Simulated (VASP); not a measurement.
Input of a VASP 6.6.1 run:

File INCAR:

```
PREC = Accurate
ENCUT = 520
EDIFF = 1E-6
ISMEAR = 0
SIGMA = 0.05
LREAL = F
LASPH = T
NELM = 60
ALGO = Normal
ISIF = 2
LWAVE = F
LCHARG = F
GGA = PE
NBANDS = 16
```

File KPOINTS:

```
Automatic mesh
0
Gamma
  10 10 6
```

Contents of POSCAR:

```
SiC
1.0
    0.0000000000     -2.1898271435     -2.1898271435
    0.0000000000      2.1898271435     -2.1898271435
    4.3796542871      0.0000000000      0.0000000000
Si C
2 2
Direct
    0.5000000000      0.5000000000      0.5000000000
    0.0000000000      0.0000000000      0.0000000000
    1.0000000000      0.5000000000      0.2500000000
    0.5000000000      0.0000000000      0.7500000000
```

Potentials or basis: VASP PAW PBE potentials, release 64 (Si, C).

Launch:

```console
$ cat potpaw_PBE.64/Si/POTCAR potpaw_PBE.64/C/POTCAR > POTCAR
$ mpirun -np 1 vasp_std > vasp.out
```

**Question.** What does it give for the pressure?

**Answer.** 0.0 GPa.

**Question.** Estimate the band gap on the k mesh.

**Answer.** 1.37 eV.

A k mesh can miss the band edges.
